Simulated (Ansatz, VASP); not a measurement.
**One calculation of MnSe, two programs**

```
CELL_PARAMETERS angstrom
0.00000 2.91000 2.91000
2.91000 0.00000 2.91000
2.91000 2.91000 0.00000
ATOMIC_POSITIONS crystal
Mn 0.00000 0.00000 0.00000
Se 0.25000 0.25000 0.25000
```

Alike in both runs: task single point; functional LDA; k mesh 12 × 12 × 12; occupations fermi-dirac, width 0.03 eV; collinear spin.

```csv
,VASP,Ansatz
version,VASP 6.6.1,Ansatz 0.2.0
potentials or method,"VASP PAW LDA potentials, release 64 (Mn_pv, Se)","PAW with Ansatz's default frozen-core files, scalar-relativistic"
plane-wave cutoff (eV),520,420
valence electrons in the cell,19,31
```

|  | VASP | Ansatz | Ansatz less VASP |
| --- | --- | --- | --- |
| pressure (GPa) | -3.8 | -3.3 | +0.46 |
| net moment per atom (μB) | 2.36 | 2.39 | +0.033 |
| size of the moment on the site where the two differ most (μB) | 4.15 | 4.10 | -0.050 |

LDA's correlation is that of Perdew and Zunger in VASP and of Perdew and Wang (1992) in Ansatz. Site moments also hang on the region over which each program counts them. VASP's potentials hold 19 valence electrons a cell and Ansatz's 31, so a difference there can come from the potentials and not from the codes.
